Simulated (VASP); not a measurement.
# CuI (Cmcm) in VASP: notebook, part 2 of 3

VASP 6.6.1. The steps go on from the part before.

## 3. Electric field gradients, PBE (equal xx and yy strain of -2 %)

File INCAR:

```
SYSTEM = CuI
PREC = Accurate
ENCUT = 520
EDIFF = 1E-8
ISMEAR = -1
SIGMA = 0.02
LREAL = .FALSE.
LASPH = .TRUE.
NELM = 60
ALGO = Normal
ISIF = 2
LWAVE = .FALSE.
LCHARG = .FALSE.
GGA = PE
LEFG = .TRUE.
NBANDS = 26
```

File KPOINTS:

```
regular mesh
0
G
  5 5 6
  0 0 0
```

File POSCAR:

```
CuI
1.0
    3.6585042382     -3.6368646426      0.0000000000
    3.6585042382      3.6368646426      0.0000000000
    0.0000000000      0.0000000000      4.3069976700
Cu I
2 2
Direct
    0.4204388300      0.5795611700      0.7500000000
    0.5795611700      0.4204388300      0.2500000000
    0.7700426800      0.2299573200      0.7500000000
    0.2299573200      0.7700426800      0.2500000000
```

Potentials or basis: VASP PAW PBE potentials, release 64 (Cu, I).

Command:

```
> cat potpaw_PBE.64/Cu/POTCAR potpaw_PBE.64/I/POTCAR > POTCAR
> mpirun -np 1 vasp_std > vasp.out
```

OUTCAR:

```text
SYSTEM = CuI
   PREC = Accurate
   ENCUT = 520
   EDIFF = 1E-8
   ISMEAR = -1
   LREAL = .FALSE.
   LASPH = .TRUE.
   NELM = 60
   ISIF = 2
   GGA = PE

 ion  position               nearest neighbor table
   1  0.420  0.580  0.750-   2 2.44   2 2.44   3 2.54   4 2.56   4 2.56
   2  0.580  0.420  0.250-   1 2.44   1 2.44   4 2.54   3 2.56   3 2.56
   3  0.770  0.230  0.750-   1 2.54   2 2.56   2 2.56
   4  0.230  0.770  0.250-   2 2.54   1 2.56   1 2.56

  LATTYP: Found a base centered orthorhombic cell.
 ALAT       =     7.2737292852
 B/A-ratio  =     1.0059500690
 C/A-ratio  =     0.5921305978

  Lattice vectors:

 A1 = (  -3.6585042382,  -3.6368646426,   0.0000000000)
 A2 = (   3.6585042382,  -3.6368646426,   0.0000000000)
 A3 = (   0.0000000000,   0.0000000000,   4.3069976700)

Analysis of symmetry for initial positions (statically):
=====================================================================
 Subroutine PRICEL returns:
 Original cell was already a primitive cell.

 Routine SETGRP: Setting up the symmetry group for a
 base centered orthorhombic supercell.

 Subroutine GETGRP returns: Found  8 space group operations
 (whereof  4 operations were pure point group operations)
 out of a pool of  8 trial point group operations.

The static configuration has the point symmetry C_2h.
 The point group associated with its full space group is D_2h.

Analysis of symmetry for dynamics (positions and initial velocities):
=====================================================================
 Subroutine PRICEL returns:
 Original cell was already a primitive cell.

 Routine SETGRP: Setting up the symmetry group for a
 base centered orthorhombic supercell.

 Subroutine GETGRP returns: Found  8 space group operations
 (whereof  4 operations were pure point group operations)
 out of a pool of  8 trial point group operations.

The dynamic configuration has the point symmetry C_2h.
 The point group associated with its full space group is D_2h.

 Subroutine INISYM returns: Found  8 space group operations
 (whereof  4 operations are pure point group operations),
 and found     1 'primitive' translations

----------------------------------------------------------------------------------------

                                     Primitive cell

  volume of cell :     114.6134

  direct lattice vectors                    reciprocal lattice vectors
     3.658504238 -3.636864643  0.000000000     0.136667875 -0.137481058  0.000000000
     3.658504238  3.636864643  0.000000000     0.136667875  0.137481058  0.000000000
     0.000000000  0.000000000  4.306997670     0.000000000  0.000000000  0.232180297

  length of vectors
     5.158627501  5.158627501  4.306997670     0.193853423  0.193853423  0.232180297

  position of ions in fractional coordinates (direct lattice)
     0.420438830  0.579561170  0.750000000
     0.579561170  0.420438830  0.250000000
     0.770042680  0.229957320  0.750000000
     0.229957320  0.770042680  0.250000000
[... 86 lines left out ...]
   ISYM   =      2    0-nonsym 1-usesym 2-fastsym
   POTIM  = 0.5000    time-step for ionic-motion
   TEBEG  =    0.0;   TEEND  =   0.0 temperature during run
   PSTRESS=    0.0 pullay stress
   NELECT =      36.0000    total number of electrons
   NUPDOWN=      -1.0000    fix difference up-down
   EMIN   =  10.00;   EMAX   =-10.00  energy-range for DOS
   EFERMI =   0.00;   METHOD = LEGACY
   ISMEAR =    -1;   SIGMA  =   0.02  broadening in eV -4-tet -1-fermi 0-gaus
   EFERMI_NEDOS =   21; number of points for ismear=-14 and -15
   IALGO  =     38    algorithm
   IMIX   =      4    mixing-type and parameters
     AMIX     =   0.40;   BMIX     =  1.00
     AMIX_MAG =   1.60;   BMIX_MAG =  1.00
  volume/ion in A,a.u.               =      28.65       193.36
  Fermi-wavevector in a.u.,A,eV,Ry     =   1.112834  2.102952 16.849461  1.238400
  Thomas-Fermi vector in A             =   2.249413
   LORBIT       =      0    0 simple, 1 ext, 2 COOP (PROOUT), +10 PAW based schemes
   GGA     = PE    functional components
   LHFCALC =     F    Hartree Fock is set to
   AEXX    =    0.0000 exact exchange contribution
   IVDW    =     0    specifies the selected vdW correction
   LEPSILON=     F    determine dielectric tensor
   LRPA    =     F    only Hartree local field effects (RPA)
 non-spin polarized calculation
  energy-cutoff  :      520.00
  volume of cell :      114.61
 maximum number of plane-waves:      3116
 NGX is ok and might be reduce to    40
   NGX = 19   NGY = 19   NGZ = 17

 number of electron      36.0000008 magnetization

 Free energy of the ion-electron system (eV)
  ---------------------------------------------------
  ext. energy  EPLUGINS =         0.00000000
  ---------------------------------------------------
  free energy    TOTEN  =       -10.86676270 eV

  energy without entropy =      -10.86676270  energy(sigma->0) =      -10.86676270

 E-fermi :   4.6944     XC(G=0):  -8.7849

 val. band max:        4.2593020736   @ k =   0.0000   0.0000   0.0000
 cond. band min:       5.3766140047   @ k =   0.0000   0.0000   0.0000
 fundamental gap:      1.1173119311
 Fermi energy:         4.6943808962

 k-point     1 :       0.0000    0.0000    0.0000
  band No.  band energies     occupation
      1      -9.7690      2.00000
      2      -8.9324      2.00000
      3      -1.4246      2.00000
      4      -0.0975      2.00000
      5       0.0912      2.00000
      6       0.1469      2.00000
[... 685 lines left out ...]
     25      11.8458      0.00000
     26      12.3985      0.00000

 [... further k-points ...]
[... 5 lines left out ...]
  --------------------------------------------------------------------------------------
  -------------------------------------------------------------------------------------
  Total        0.8466046      2.9613237      2.2086672      0.0000000      0.0000000      0.0000000
  in kB       11.8346623     41.3962628     30.8748975      0.0000000      0.0000000      0.0000000
  external PRESSURE =      28.0352742 kB  Pullay stress =       0.0000000 kB

 VOLUME and BASIS-vectors are now :
 -----------------------------------------------------------------------------
  energy-cutoff  :      520.00
  volume of cell :      114.61
      direct lattice vectors                 reciprocal lattice vectors
     3.658504238 -3.636864643  0.000000000     0.136667875 -0.137481058  0.000000000
     3.658504238  3.636864643  0.000000000     0.136667875  0.137481058  0.000000000
     0.000000000  0.000000000  4.306997670     0.000000000  0.000000000  0.232180297

 POSITION                                       TOTAL-FORCE (eV/Angst)
 -----------------------------------------------------------------------------------
      3.65850      0.57871      3.23025         0.000000      0.241226     -0.000000
      3.65850     -0.57871      1.07675         0.000000     -0.241226     -0.000000
      3.65850     -1.96422      3.23025         0.000000     -0.511921      0.000000
      3.65850      1.96422      1.07675         0.000000      0.511921      0.000000
 -----------------------------------------------------------------------------------
    total drift:                                0.000000     -0.000000      0.000000

  FREE ENERGIE OF THE ION-ELECTRON SYSTEM (eV)
  ---------------------------------------------------
  free  energy   TOTEN  =       -10.8667626988 eV

  energy  without entropy=      -10.8667626988  energy(sigma->0) =      -10.86676270

 Electric field gradients (V/A^2)
---------------------------------------------------------------------
 ion       V_xx      V_yy      V_zz      V_xy      V_xz      V_yz
---------------------------------------------------------------------
   1      58.859   -18.180   -40.680     0.000     0.000     0.000
   2      58.859   -18.180   -40.680    -0.000    -0.000     0.000
   3    -388.665   276.312   112.353     0.000     0.000    -0.000
   4    -388.665   276.312   112.353     0.000    -0.000     0.000
---------------------------------------------------------------------

 Electric field gradients after diagonalization (V/A^2)
 (convention: |V_zz| > |V_xx| > |V_yy|)
----------------------------------------------------------------------
 ion       V_xx      V_yy      V_zz     asymmetry (V_yy - V_xx)/ V_zz
----------------------------------------------------------------------
   1     -40.680   -18.180    58.859       0.382
   2     -40.680   -18.180    58.859       0.382
   3     276.312   112.353  -388.665       0.422
   4     276.312   112.353  -388.665       0.422
----------------------------------------------------------------------

           NMR quadrupolar parameters

 Cq : quadrupolar parameter    Cq=e*Q*V_zz/h
 eta: asymmetry parameters     (V_yy - V_xx)/ V_zz
 Q  : nuclear electric quadrupole moment in mb (millibarn)
----------------------------------------------------------------------
 ion       Cq(MHz)       eta       Q (mb)
----------------------------------------------------------------------
   1       0.142       0.382       1.000
   2       0.142       0.382       1.000
   3      -0.940       0.422       1.000
   4      -0.940       0.422       1.000
----------------------------------------------------------------------
```

stdout:

```text
POSCAR found type information on POSCAR CuI
 POSCAR found :  2 types and       4 ions
 scaLAPACK will be used
 LDA part: xc-table for (Slater+PW92), standard interpolation
 POSCAR, INCAR and KPOINTS ok, starting setup
 FFT: planning ... GRIDC
 FFT: planning ... GRID_SOFT
 FFT: planning ... GRID
 WAVECAR not read
 entering main loop
ion   1

ion   2

ion   3

ion   4
```

Run time: 62 s. Hardware: 1 thread of AMD EPYC 9R45 (Zen 5), shared host; peak memory 0.24 GiB.

What came out:

* Free energy: -10.8668 eV
* Pressure: 2.8 GPa
* Largest force: 0.512 eV/Å
* Band gap on the k mesh: 1.12 eV
* Largest electric field gradient by atom: Cu +58.9; I -388.7 V/Å²

Forces in eV/Å, atoms in the order of the input:
```
Cu   0.000  0.241  0.000
Cu   0.000 -0.241  0.000
I    0.000 -0.512  0.000
I    0.000  0.512  0.000
```

Stress tensor (GPa, compression positive):
```
1.18 0.00 0.00
0.00 4.14 0.00
0.00 0.00 3.09
```

Electric field gradients, principal values (V/Å²):
```tsv
atom	least	middle	greatest (by size)
1 Cu	-18.180	-40.680	58.859
2 Cu	-18.180	-40.680	58.859
3 I	112.353	276.312	-388.665
4 I	112.353	276.312	-388.665
```

Caveat: the cell differs from its parent crystal (equal xx and yy strain of -2 %); without QUAD_EFG the Cq values of the log hold for a quadrupole moment of 1 mb, not for the nuclei; spin-orbit coupling is left out, which moves the levels of the heavy elements.

## 4. Electric field gradients, PBE (equal xx and yy strain of +1 %)

File INCAR:

```
  ALGO = Normal
  EDIFF = 1E-8
  ENCUT = 520
  GGA = PE
  ISIF = 2
  ISMEAR = -1
  LASPH = True
  LCHARG = False
  LEFG = True
  LREAL = False
  LWAVE = False
  NBANDS = 26
  NELM = 60
  PREC = Accurate
  SIGMA = 0.02
```

File KPOINTS:

```
k-points
0
Gamma
  5 5 6
```

POSCAR, as its differences from that of step 3:

```diff
@@ -2,4 +2,4 @@
 1.0
-    3.6585042382     -3.6368646426      0.0000000000
-    3.6585042382      3.6368646426      0.0000000000
+    3.7704992659     -3.7481972337      0.0000000000
+    3.7704992659      3.7481972337      0.0000000000
     0.0000000000      0.0000000000      4.3069976700
```

Potentials or basis: VASP PAW PBE potentials, release 64 (Cu, I).

Command:

```
> cat potpaw_PBE.64/Cu/POTCAR potpaw_PBE.64/I/POTCAR > POTCAR
> mpirun -np 1 vasp_std > vasp.out
```

OUTCAR:

```text
EDIFF = 1E-8
   ENCUT = 520
   GGA = PE
   ISIF = 2
   ISMEAR = -1
   LASPH = True
   LREAL = False
   NELM = 60
   PREC = Accurate

 ion  position               nearest neighbor table
   1  0.420  0.580  0.750-   2 2.46   2 2.46   4 2.58   4 2.58   3 2.62
   2  0.580  0.420  0.250-   1 2.46   1 2.46   3 2.58   3 2.58   4 2.62
   3  0.770  0.230  0.750-   2 2.58   2 2.58   1 2.62
   4  0.230  0.770  0.250-   1 2.58   1 2.58   2 2.62

  LATTYP: Found a base centered orthorhombic cell.
 ALAT       =     7.4963944674
 B/A-ratio  =     1.0059500690
 C/A-ratio  =     0.5745425603

  Lattice vectors:

 A1 = (  -3.7704992659,  -3.7481972337,   0.0000000000)
 A2 = (   3.7704992659,  -3.7481972337,   0.0000000000)
 A3 = (   0.0000000000,   0.0000000000,   4.3069976700)

Analysis of symmetry for initial positions (statically):
=====================================================================
 Subroutine PRICEL returns:
 Original cell was already a primitive cell.

 Routine SETGRP: Setting up the symmetry group for a
 base centered orthorhombic supercell.

 Subroutine GETGRP returns: Found  8 space group operations
 (whereof  4 operations were pure point group operations)
 out of a pool of  8 trial point group operations.

The static configuration has the point symmetry C_2h.
 The point group associated with its full space group is D_2h.

Analysis of symmetry for dynamics (positions and initial velocities):
=====================================================================
 Subroutine PRICEL returns:
[... 866 lines left out ...]
------------------------ aborting loop because EDIFF is reached ----------------------------------------

  FORCE on cell =-STRESS in cart. coord.  units (eV):
  Direction    XX          YY          ZZ          XY          YZ          ZX
  --------------------------------------------------------------------------------------
  -------------------------------------------------------------------------------------
  Total        0.5793762      0.4338604      0.7984268      0.0000000      0.0000000      0.0000000
  in kB        7.6250952      5.7099816     10.5079931      0.0000000      0.0000000      0.0000000
  external PRESSURE =       7.9476900 kB  Pullay stress =       0.0000000 kB

 VOLUME and BASIS-vectors are now :
 -----------------------------------------------------------------------------
  energy-cutoff  :      520.00
  volume of cell :      121.74
      direct lattice vectors                 reciprocal lattice vectors
     3.770499266 -3.748197234  0.000000000     0.132608433 -0.133397463  0.000000000
     3.770499266  3.748197234  0.000000000     0.132608433  0.133397463  0.000000000
     0.000000000  0.000000000  4.306997670     0.000000000  0.000000000  0.232180297

 POSITION                                       TOTAL-FORCE (eV/Angst)
 -----------------------------------------------------------------------------------
      3.77050      0.59642      3.23025         0.000000      0.075874      0.000000
      3.77050     -0.59642      1.07675         0.000000     -0.075874     -0.000000
      3.77050     -2.02435      3.23025         0.000000      0.016557     -0.000000
      3.77050      2.02435      1.07675         0.000000     -0.016557     -0.000000
 -----------------------------------------------------------------------------------
    total drift:                                0.000000     -0.000000      0.000000

  FREE ENERGIE OF THE ION-ELECTRON SYSTEM (eV)
  ---------------------------------------------------
  free  energy   TOTEN  =       -10.9390413053 eV

  energy  without entropy=      -10.9390413053  energy(sigma->0) =      -10.93904131

 Electric field gradients (V/A^2)
---------------------------------------------------------------------
 ion       V_xx      V_yy      V_zz      V_xy      V_xz      V_yz
---------------------------------------------------------------------
   1      51.842   -12.644   -39.197     0.000    -0.000     0.000
   2      51.842   -12.644   -39.197    -0.000    -0.000     0.000
   3    -410.651   310.505   100.146    -0.000    -0.000    -0.000
   4    -410.651   310.505   100.146     0.000    -0.000     0.000
---------------------------------------------------------------------

 Electric field gradients after diagonalization (V/A^2)
 (convention: |V_zz| > |V_xx| > |V_yy|)
----------------------------------------------------------------------
 ion       V_xx      V_yy      V_zz     asymmetry (V_yy - V_xx)/ V_zz
----------------------------------------------------------------------
   1     -39.197   -12.644    51.842       0.512
   2     -39.197   -12.644    51.842       0.512
   3     310.505   100.146  -410.651       0.512
   4     310.505   100.146  -410.651       0.512
----------------------------------------------------------------------

           NMR quadrupolar parameters

 Cq : quadrupolar parameter    Cq=e*Q*V_zz/h
 eta: asymmetry parameters     (V_yy - V_xx)/ V_zz
 Q  : nuclear electric quadrupole moment in mb (millibarn)
----------------------------------------------------------------------
 ion       Cq(MHz)       eta       Q (mb)
----------------------------------------------------------------------
   1       0.125       0.512       1.000
   2       0.125       0.512       1.000
   3      -0.993       0.512       1.000
   4      -0.993       0.512       1.000
----------------------------------------------------------------------
```

Wall time 64 s (1 thread of AMD EPYC 9R45 (Zen 5), shared host); peak memory 0.25 GiB.

Results:

| Quantity | Value |
| --- | --- |
| Free energy | -10.9390 eV |
| Pressure | 0.8 GPa |
| Largest force | 0.076 eV/Å |
| Band gap on the k mesh | 1.00 eV |
| Largest electric field gradient by atom | Cu +51.8; I -410.7 V/Å² |

Forces on the atoms (eV/Å):
```
Cu   0.000  0.076  0.000
Cu   0.000 -0.076  0.000
I    0.000  0.017  0.000
I    0.000 -0.017  0.000
```

Stress tensor (GPa, compression positive):
```
0.76 0.00 0.00
0.00 0.57 0.00
0.00 0.00 1.05
```

Electric field gradients, principal values (V/Å²):
| atom | least | middle | greatest (by size) |
| --- | --- | --- | --- |
| 1 Cu | -12.644 | -39.197 | 51.842 |
| 2 Cu | -12.644 | -39.197 | 51.842 |
| 3 I | 100.146 | 310.505 | -410.651 |
| 4 I | 100.146 | 310.505 | -410.651 |

Caveat: the cell differs from its parent crystal (equal xx and yy strain of +1 %); without QUAD_EFG the Cq values of the log hold for a quadrupole moment of 1 mb, not for the nuclei; spin-orbit coupling is left out, which moves the levels of the heavy elements. A k mesh can miss the band edges.

(Continued in part 3 of 3.)
